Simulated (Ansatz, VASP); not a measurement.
# CsSnI3: VASP beside Ansatz

Contents of INCAR:

```
SYSTEM = CsSnI3
ALGO = Normal ; EDIFF = 1E-6
EDIFFG = -0.01 ; ENCUT = 600
GGA = RE ; IBRION = 2
ISIF = 3 ; ISMEAR = -1
IVDW = 12 ; LASPH = .TRUE.
LCHARG = .FALSE. ; LREAL = .FALSE.
LWAVE = .FALSE. ; NELM = 80
NSW = 60 ; PREC = Accurate
SIGMA = 0.05
```

KPOINTS

```
k-points
0
G
  5 5 5
  0 0 0
```

The input POSCAR:

```
CsSnI3
1.0
    6.2057000000      0.0000000000      0.0000000000
    0.0000000000      6.2057000000      0.0000000000
    0.0000000000      0.0000000000      6.2057000000
Cs I Sn
1 3 1
Direct
    0.0000000000      0.0000000000      0.0000000000
    0.5000000000      0.5000000000      0.0000000000
    0.5000000000      0.0000000000      0.5000000000
    0.0000000000      0.5000000000      0.5000000000
    0.5000000000      0.5000000000      0.5000000000
```

The input input.yaml:

```yaml
crystal:
  lattice:
    - [6.2057, 0.0, 0.0]
    - [0.0, 6.2057, 0.0]
    - [0.0, 0.0, 6.2057]
  atoms:
    - { symbol: Cs, position: [0.0, 0.0, 0.0] }
    - { symbol: I, position: [0.5, 0.5, 0.0] }
    - { symbol: I, position: [0.5, 0.0, 0.5] }
    - { symbol: I, position: [0.0, 0.5, 0.5] }
    - { symbol: Sn, position: [0.5, 0.5, 0.5] }
hamiltonian:
  xc: revpbe
  pseudopotentials: { kind: paw }
  dispersion: d3bj
kpoints:
  mp_grid: { grid: [5, 5, 5] }
scf:
  occupations: { method: fermi_dirac, width: 0.05 }
output:
  forces: true
  stress: true
  write_density: true
  write_potential: true
  elf: true
  volumetric_format: npy
relax:
  f_tol: 0.01
  max_steps: 40
  cell: { stress_tol: 0.05 }
```

Alike in both runs: task relaxation of cell and atoms; functional revPBE; dispersion D3(BJ); k mesh 5 × 5 × 5; occupations fermi-dirac, width 0.05 eV; no spin polarisation.

|  | VASP | Ansatz |
| --- | --- | --- |
| version | VASP 6.6.1 | Ansatz 0.2.0 |
| potentials or method | VASP PAW PBE potentials, release 64 (Cs_sv, I, Sn_d) | Ansatz PAW |
| plane-wave cutoff (eV) | 600 | 420 |
| valence electrons in the cell | 44 | 74 |

```csv
,VASP,Ansatz,Ansatz less VASP
"gap on the k mesh at the Fermi level, each at its own relaxed structure (eV)",1.74,1.75,+0.002
relaxed volume (Å³/atom),47.45,47.37,-0.089
relaxed length of the cell vector where the two differ most in proportion (Å),6.191,6.187,-0.0039
```

VASP's potentials were made for PBE, not for revPBE. VASP's potentials hold 44 valence electrons a cell and Ansatz's 74, so a difference there can come from the potentials and not from the codes.

Neither program's run includes spin-orbit coupling. Noted on Ansatz's run: odd divisions of the mesh miss points on the zone boundary, where band edges often lie, so the gap on the mesh can be too wide; the plane-wave basis is chosen anew once the cell has moved, so the energies of steps on either side of that aren't comparable.
